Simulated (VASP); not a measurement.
Write the native input for VASP 6.6.1 that does the following.

| Item | Value |
| --- | --- |
| Task | single point |
| Functional | PBE |
| Potentials or basis | VASP PAW PBE potentials, release 64 (B, Ru_pv) |
| Cutoff | 500 eV |
| k mesh | 12 × 12 × 2 |
| Occupations | gaussian, width 0.1 eV |
| Spin | no spin polarisation |
| Dipole correction | no |
| Further INCAR settings | ALGO = Normal; EDIFF = 1e-06; NBANDS = 70 |

The structure of BRu4 lies in POSCAR:

```
BRu4
1.0
    2.7733058819      0.0000000000      0.0000000000
   -1.3866529409      2.4017533462      0.0000000000
    0.0000000000      0.0000000000     18.5849320344
B Ru
2 8
Direct
    0.6666666667      0.3333333333      0.2500000000
    0.3333333333      0.6666666667      0.7500000000
    0.3333333333      0.6666666667      0.1726587786
    0.3333333333      0.6666666667      0.3273412214
    0.6666666667      0.3333333333      0.0574739685
    0.3333333333      0.6666666667      0.9425260315
    0.6666666667      0.3333333333      0.8273412214
    0.6666666667      0.3333333333      0.6726587786
    0.3333333333      0.6666666667      0.5574739685
    0.6666666667      0.3333333333      0.4425260315
```

The input as run:

INCAR

```
  PREC = Accurate
  ENCUT = 500
  EDIFF = 1E-6
  ISMEAR = 0
  SIGMA = 0.1
  LREAL = False
  LASPH = True
  NELM = 120
  ALGO = Normal
  ISIF = 2
  LWAVE = False
  LCHARG = False
  GGA = PE
  NBANDS = 70
  GGA_COMPAT = False
```

KPOINTS

```
Automatic mesh
0
Gamma
  12 12 2
```

Potentials or basis: VASP PAW PBE potentials, release 64 (B, Ru_pv).

Run with:

```sh
$ cat potpaw_PBE.64/B/POTCAR potpaw_PBE.64/Ru_pv/POTCAR > POTCAR
$ mpirun -np 1 vasp_std > vasp.out
```

It gave:

```
Pressure               : 0.0 GPa
Largest force          : 0.018 eV/Å
Band gap on the k mesh : zero (bands 59 and 60 overlap by 2.49 eV)
```

It took 7.1 min on 1 thread of Oxide Virtual Turin-like Processor (shared host), peak memory 0.33 GiB.
